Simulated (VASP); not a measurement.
Runs of VASP 6.6.1 on Ga2P3. The structure is that of space group Pm-3m (No. 221), or close to it. The cells are those of the table. The cell was built from a structure type or drawn by symmetry, and may not be a known phase.

```csv
task,cell,k mesh,cutoff (eV),gap on the mesh (eV),pressure (GPa),relaxed volume (Å³/atom)
relaxation of cell and atoms,"relaxed from a = 4.622 Å, 5 atoms",4 × 4 × 4,600,none,0.0,(a)
single point,"a = 4.701 Å, 5 atoms",4 × 4 × 4,520,none,0.1,-
single point,"a = 4.754 Å, 5 atoms",8 × 8 × 8,520,none,0.0,-
relaxation of cell and atoms,"relaxed from a = 4.701 Å, 5 atoms",8 × 8 × 8,600,none,0.0,21.49
single point,"a = 4.622 Å, 5 atoms",4 × 4 × 4,520,none,3.4,-
```

Alike in all rows: level PBE; potentials or basis VASP PAW PBE potentials, release 64 (Ga_d, P); no spin polarisation; smearing gaussian 0.1 eV.

Problem. Estimate the missing entries.

Solution. (a) 20.80.

Caveats: the cell stands under pressure (at least some runs).

A k mesh can miss the band edges, and the runs leave out spin-orbit coupling on Ga.

A gap of «none» marks levels without a gap at the run's occupations.
